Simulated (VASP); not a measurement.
Ga, 1 atom in the cell. It takes space group I4/mmm (No. 139, tetragonal). The conventional cell has a = 2.769 Å, b = 2.769 Å, c = 4.622 Å, α = 90.00°, β = 90.00°, γ = 90.00°. Within 3.6 Å of Ga (site symmetry 4/mmm) lie 12 Ga at 2.77 to 3.03 Å. 

* Program: VASP 6.6.1
* Task: single point
* Functional: PBE
* Potentials or basis: VASP PAW PBE potentials, release 64 (Ga_d)
* Cutoff: 520 eV
* k mesh: 13 × 13 × 13
* Occupations: fermi-dirac, width 0.05 eV
* Spin: no spin polarisation
* Dipole correction: no
* Further INCAR settings: ALGO = Fast; EDIFF = 1e-07; NBANDS = 12

Potentials or basis: VASP PAW PBE potentials, release 64 (Ga_d).

Run with:

```console
$ cat potpaw_PBE.64/Ga_d/POTCAR > POTCAR
$ mpirun -np 1 vasp_std > vasp.out
```

Hardware: 1 thread of Intel(R) Xeon(R) 6975P-C (Granite Rapids) (shared host).

Estimate the wall time of this run.

It took 14 s on 1 thread of Intel(R) Xeon(R) 6975P-C (Granite Rapids) (shared host), peak memory 0.16 GiB. Counts: scf iterations 12, k points 196.
